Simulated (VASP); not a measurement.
# RbBr (I-4m2) in VASP: single point with HSE06

Aim: the single point of RbBr with HSE06.

Everything below comes from runs of VASP 6.6.1. Logs are shortened: lines on timing, memory, paths and dates and some standing lists are left out, and cuts for length are marked.

**1. The cell of the first run**

Symmetry: I-4m2, No. 119, tetragonal system. Conventional cell: a = 5.472 Å, b = 5.472 Å, c = 7.298 Å, α = 90.00°, β = 90.00°, γ = 90.00°. Within 4.3 Å of Rb (site symmetry -4m2) lie 4 Br at 3.29 Å. Within 4.3 Å of Br (site symmetry -4m2) lie 4 Rb at 3.29 Å.

**2. Single point, HSE06 (uniaxial z strain -5.7%)**

File POSCAR:

```
RbBr
1.0
    0.0000000000      3.8694968646      3.6489355433
    3.8694968646      0.0000000000      3.6489355433
    3.8694968646      3.8694968646      0.0000000000
Rb Br
1 1
Direct
    0.0000000000      0.0000000000      0.0000000000
    0.2500000000      0.2500000000      0.2500000000
```

File INCAR.step1:

```
SYSTEM = RbBr
PREC = Accurate ; ENCUT = 520
EDIFF = 1E-5 ; ISMEAR = 0
SIGMA = 0.01 ; LREAL = .False.
LASPH = .True. ; NELM = 100
ALGO = Normal ; ISIF = 2
LWAVE = .True. ; LCHARG = .False.
GGA = PE ; NBANDS = 15
```

File INCAR.step2:

```
SYSTEM = RbBr
PREC = Accurate ; ENCUT = 520
EDIFF = 1E-7 ; ISMEAR = 0
SIGMA = 0.01 ; LREAL = .False.
LASPH = .True. ; NELM = 100
ALGO = Normal ; ISIF = 2
LWAVE = .False. ; LCHARG = .False.
GGA = PE ; LHFCALC = .True.
HFSCREEN = 0.2079 ; PRECFOCK = Normal
ISTART = 1 ; NBANDS = 15
```

File KPOINTS:

```
Automatic mesh
0
Gamma
  4 4 4
  0 0 0
```

Potentials or basis: VASP PAW PBE potentials, release 64 (Rb_sv, Br).

Command:

```sh
$ cat potpaw_PBE.64/Rb_sv/POTCAR potpaw_PBE.64/Br/POTCAR > POTCAR
$ cp INCAR.step1 INCAR
$ mpirun -np 1 vasp_std > vasp.out
$ cp INCAR.step2 INCAR
$ mpirun -np 1 vasp_std > vasp.out
```

OUTCAR:

```text
SYSTEM = RbBr
   PREC = Accurate
   ENCUT = 520
   EDIFF = 1E-7
   ISMEAR = 0
   LREAL = .False.
   LASPH = .True.
   NELM = 100
   ISIF = 2
   GGA = PE
   LHFCALC = .True.
   HFSCREEN = 0.2079
   PRECFOCK = Normal
   ISTART = 1

 ion  position               nearest neighbor table
   1  0.000  0.000  0.000-   2 3.29   2 3.29   2 3.29   2 3.29
   2  0.250  0.250  0.250-   1 3.29   1 3.29   1 3.29   1 3.29

  LATTYP: Found a body centered tetragonal cell.
 ALAT       =     5.4722949455
 C/A-ratio  =     1.3336033893

  Lattice vectors:

 A1 = (   0.0000000000,  -3.8694968646,  -3.6489355433)
 A2 = (   0.0000000000,   3.8694968646,  -3.6489355433)
 A3 = (   3.8694968646,   0.0000000000,   3.6489355433)

Analysis of symmetry for initial positions (statically):
=====================================================================
 Subroutine PRICEL returns:
 Original cell was already a primitive cell.

 Routine SETGRP: Setting up the symmetry group for a
 body centered tetragonal supercell.

 Subroutine GETGRP returns: Found  8 space group operations
 (whereof  8 operations were pure point group operations)
 out of a pool of 16 trial point group operations.

The static configuration has the point symmetry D_2d.

Analysis of symmetry for dynamics (positions and initial velocities):
=====================================================================
 Subroutine PRICEL returns:
 Original cell was already a primitive cell.

 Routine SETGRP: Setting up the symmetry group for a
 body centered tetragonal supercell.

 Subroutine GETGRP returns: Found  8 space group operations
 (whereof  8 operations were pure point group operations)
 out of a pool of 16 trial point group operations.

The dynamic configuration has the point symmetry D_2d.

 Subroutine INISYM returns: Found  8 space group operations
 (whereof  8 operations are pure point group operations),
 and found     1 'primitive' translations

----------------------------------------------------------------------------------------

                                     Primitive cell

  volume of cell :     109.2711

  direct lattice vectors                    reciprocal lattice vectors
     0.000000000  3.869496865  3.648935543    -0.129215766  0.129215766  0.137026263
     3.869496865  0.000000000  3.648935543     0.129215766 -0.129215766  0.137026263
     3.869496865  3.869496865  0.000000000     0.129215766  0.129215766 -0.137026263

  length of vectors
     5.318621681  5.318621681  5.472294945     0.228406709  0.228406709  0.228406709

  position of ions in fractional coordinates (direct lattice)
     0.000000000  0.000000000  0.000000000
     0.250000000  0.250000000  0.250000000

  ion indices of the primitive-cell ions
   primitive index   ion index
                 1           1
                 2           2

----------------------------------------------------------------------------------------

 KPOINTS: Automatic mesh

Automatic generation of k-mesh.
 Grid dimensions read from file:
 generate k-points for:    4    4    4

 Generating k-lattice:

  Cartesian coordinates                     Fractional coordinates (reciprocal lattice)
    -0.032303941  0.032303941  0.034256566     0.250000000  0.000000000  0.000000000
     0.032303941 -0.032303941  0.034256566     0.000000000  0.250000000  0.000000000
     0.032303941  0.032303941 -0.034256566     0.000000000  0.000000000  0.250000000

  Length of vectors
     0.057101677  0.057101677  0.057101677

  Shift w.r.t. Gamma in fractional coordinates (k-lattice)
     0.000000000  0.000000000  0.000000000

 Subroutine IBZKPT returns following result:
 ===========================================

 Found     13 irreducible k-points:

 Following reciprocal coordinates:
            Coordinates               Weight
  0.000000  0.000000  0.000000      1.000000
  0.250000 -0.000000  0.000000      8.000000
  0.500000 -0.000000  0.000000      4.000000
  0.250000  0.250000  0.000000      2.000000
  0.500000  0.250000  0.000000      8.000000
 -0.250000  0.250000  0.000000      4.000000
  0.500000  0.500000  0.000000      1.000000
  0.250000  0.000000  0.250000      4.000000
  0.500000 -0.000000  0.250000     16.000000
 -0.250000  0.000000  0.250000      8.000000
 -0.250000  0.500000  0.250000      4.000000
  0.500000  0.000000  0.500000      2.000000
 -0.250000  0.250000  0.500000      2.000000
   k-points           NKPTS =     13   k-points in BZ     NKDIM =     64   number of bands    NBANDS=     15
   number of dos      NEDOS =    301   number of ions     NIONS =      2
   total plane-waves  NPLWV =  67200
   dimension x,y,z NGX =    40 NGY =   40 NGZ =   42
   dimension x,y,z NGXF=    80 NGYF=   80 NGZF=   84
   ions per type =               1   1
   NGX,Y,Z   is equivalent  to a cutoff of  12.50, 12.50, 12.76 a.u.
   NGXF,Y,Z  is equivalent  to a cutoff of  25.01, 25.01, 25.52 a.u.
 SYSTEM =  RbBr
   PREC   = accura    normal or accurate (medium, high low for compatibility)
   ISTART =      1    job   : 0-new  1-cont  2-samecut
   ICHARG =      0    charge: 1-file 2-atom 10-const
   ISPIN  =      1    spin polarized calculation?
   LNONCOLLINEAR =      F non collinear calculations
   LSORBIT =      F    spin-orbit coupling
   LASPH  =      T    aspherical Exc in radial PAW
   ENCUT  =  520.0 eV  38.22 Ry    6.18 a.u.   9.89  9.89 10.17*2*pi/ulx,y,z
   NELM   =    100;   NELMIN=  2; NELMDL=  0     # of ELM steps
   EDIFF  = 0.1E-06   stopping-criterion for ELM
   LREAL  =      F    real-space projection
   EDIFFG = 0.1E-05   stopping-criterion for IOM
   NSW    =      0    number of steps for IOM
   IBRION =     -1    ionic relax: 0-MD 1-quasi-New 2-CG
   NFREE  =      0    steps in history (QN), initial steepest desc. (CG)
   ISIF   =      2    stress and relaxation
   ISYM   =      3    0-nonsym 1-usesym 2-fastsym
   POTIM  = 0.5000    time-step for ionic-motion
   TEBEG  =    0.0;   TEEND  =   0.0 temperature during run
   PSTRESS=    0.0 pullay stress
   NELECT =      16.0000    total number of electrons
   NUPDOWN=      -1.0000    fix difference up-down
   EMIN   =  10.00;   EMAX   =-10.00  energy-range for DOS
   EFERMI =   0.00;   METHOD = LEGACY
   ISMEAR =     0;   SIGMA  =   0.01  broadening in eV -4-tet -1-fermi 0-gaus
   EFERMI_NEDOS =   21; number of points for ismear=-14 and -15
   IALGO  =     38    algorithm
   IMIX   =      1    mixing-type and parameters
     AMIX     =   0.40;   BMIX     =  1.00
     AMIX_MAG =   1.60;   BMIX_MAG =  1.00
  volume/ion in A,a.u.               =      54.64       368.70
  Fermi-wavevector in a.u.,A,eV,Ry     =   0.862872  1.630592 10.130194  0.744548
  Thomas-Fermi vector in A             =   1.980738
   LORBIT       =      0    0 simple, 1 ext, 2 COOP (PROOUT), +10 PAW based schemes
   GGA     = PE    functional components
   LHFCALC =     T    Hartree Fock is set to
   PRECFOCK=normal    Normal, Fast or Accurate (Low or Medium for compatibility)
   ENCUT4O =  -1.0   cutoff for four orbital integrals eV
   NKREDX  =     1    reduce k-point grid by
   NKREDY  =     1    reduce k-point grid by
   NKREDZ  =     1    reduce k-point grid by
   AEXX    =    0.2500 exact exchange contribution
   HFSCREEN=    0.2079 screening length (either q_TF or 0.3 A-1)
   HFSCREENC=   0.2079 screening length for correlation (either q_TF or 0.3 A-1)
   ENCUTFOCK=  -1.0 apply spherical cutoff to Coloumb kernel
   IVDW    =     0    specifies the selected vdW correction
   LEPSILON=     F    determine dielectric tensor
   LRPA    =     F    only Hartree local field effects (RPA)
 non-spin polarized calculation
 Gauss-broadening in eV      SIGMA  =   0.01
  energy-cutoff  :      520.00
  volume of cell :      109.27
 maximum number of plane-waves:      2961
  NGX = 30; NGY = 30; NGZ = 32

 number of electron      16.0000001 magnetization

 Free energy of the ion-electron system (eV)
  ---------------------------------------------------
  ext. energy  EPLUGINS =         0.00000000
  ---------------------------------------------------
  free energy    TOTEN  =        -6.86110790 eV

  energy without entropy =       -6.86110790  energy(sigma->0) =       -6.86110790

 E-fermi :  -3.7100     XC(G=0):  -5.0056

 val. band max:       -3.7858405706   @ k =   0.5000   0.0000   0.5000
 cond. band min:       1.4575262245   @ k =   0.0000   0.0000   0.0000
 fundamental gap:      5.2433667950
 Fermi energy:        -3.7099747814

 k-point     1 :       0.0000    0.0000    0.0000
  band No.  band energies     occupation
      1     -29.9326      2.00000
      2     -16.7111      2.00000
      3     -12.8913      2.00000
      4     -12.8881      2.00000
      5     -12.8881      2.00000
      6      -3.9205      2.00000
      7      -3.9205      2.00000
      8      -3.9076      2.00000
      9       1.4575      0.00000
     10       5.5551      0.00000
     11       5.9685      0.00000
     12       6.6734      0.00000
     13       6.6734      0.00000
     14       7.0057      0.00000
     15       7.8217      0.00000

 k-point     2 :       0.2500   -0.0000    0.0000
  band No.  band energies     occupation
      1     -29.9308      2.00000
      2     -16.7400      2.00000
      3     -12.8985      2.00000
      4     -12.8984      2.00000
      5     -12.8561      2.00000
      6      -4.0471      2.00000
      7      -3.8975      2.00000
      8      -3.8749      2.00000
      9       2.3180      0.00000
     10       5.2218      0.00000
     11       5.4362      0.00000
     12       5.8035      0.00000
     13       6.7663      0.00000
     14       7.4224      0.00000
     15       7.4511      0.00000
[... 167 lines left out ...]
      3     -12.9371      2.00000
      4     -12.9226      2.00000
      5     -12.7575      2.00000
      6      -4.2650      2.00000
      7      -3.7979      2.00000
      8      -3.7858      2.00000
      9       3.2382      0.00000
     10       4.1257      0.00000
     11       6.2143      0.00000
     12       6.6740      0.00000
     13       6.7331      0.00000
     14       6.8549      0.00000
     15       7.3561      0.00000

 k-point    13 :      -0.2500    0.2500    0.5000
  band No.  band energies     occupation
      1     -29.9281      2.00000
      2     -16.7898      2.00000
      3     -12.9392      2.00000
      4     -12.9382      2.00000
      5     -12.7418      2.00000
      6      -4.0894      2.00000
      7      -3.9764      2.00000
      8      -3.7889      2.00000
      9       3.4373      0.00000
     10       4.1239      0.00000
     11       6.0888      0.00000
     12       6.2578      0.00000
     13       6.3914      0.00000
     14       6.7296      0.00000
     15       7.9340      0.00000

------------------------ aborting loop because EDIFF is reached ----------------------------------------

  FORCE on cell =-STRESS in cart. coord.  units (eV):
  Direction    XX          YY          ZZ          XY          YZ          ZX
  --------------------------------------------------------------------------------------
  -------------------------------------------------------------------------------------
  Total        0.4487146      0.4487146      0.4155086      0.0000000      0.0000000     -0.0000000
  in kB        6.5792375      6.5792375      6.0923583      0.0000000      0.0000000     -0.0000000
  external PRESSURE =       6.4169444 kB  Pullay stress =       0.0000000 kB

 VOLUME and BASIS-vectors are now :
 -----------------------------------------------------------------------------
  energy-cutoff  :      520.00
  volume of cell :      109.27
      direct lattice vectors                 reciprocal lattice vectors
     0.000000000  3.869496865  3.648935543    -0.129215766  0.129215766  0.137026263
     3.869496865  0.000000000  3.648935543     0.129215766 -0.129215766  0.137026263
     3.869496865  3.869496865  0.000000000     0.129215766  0.129215766 -0.137026263

 POSITION                                       TOTAL-FORCE (eV/Angst)
 -----------------------------------------------------------------------------------
      0.00000      0.00000      0.00000        -0.000000      0.000000     -0.000000
      1.93475      1.93475      1.82447         0.000000     -0.000000      0.000000
 -----------------------------------------------------------------------------------
    total drift:                                0.000002      0.000001      0.000001

  FREE ENERGIE OF THE ION-ELECTRON SYSTEM (eV)
  ---------------------------------------------------
  free  energy   TOTEN  =        -6.8611079046 eV

  energy  without entropy=       -6.8611079046  energy(sigma->0) =       -6.86110790
```

Wall time 31 min (1 thread of Oxide Virtual Turin-like, shared host); peak memory 0.32 GiB.

Results:

```yaml
Free_energy: -6.8611 eV
Pressure: 0.6 GPa
Band_gap_on_the_k_mesh: 5.24 eV (least direct gap 5.37 eV)
```

Levels at points of the mesh, in eV from the valence-band top:
| k point | band 6 | band 7 | band 8 | band 9 | band 10 | band 11 |
| --- | --- | --- | --- | --- | --- | --- |
| (0.00, 0.00, 0.00) | -0.13 | -0.13 | -0.12 | 5.24 | 9.34 | 9.75 |
| (0.50, 0.00, 0.00) | -0.35 | -0.09 | -0.06 | 7.59 | 7.72 | 9.02 |
| (0.50, 0.50, 0.00) | -0.45 | -0.04 | -0.04 | 7.12 | 7.95 | 10.32 |
| (0.50, 0.00, 0.50) | -0.48 | -0.01 | 0.00 | 7.02 | 7.91 | 10.00 |

Caveat: the cell differs from its parent crystal (uniaxial z strain -5.7%); the structure was generated, so it needn't be the stable form of RbBr; the PAW data sets were made with another functional, which shifts forces and pressure a little. A k mesh can miss the band edges.
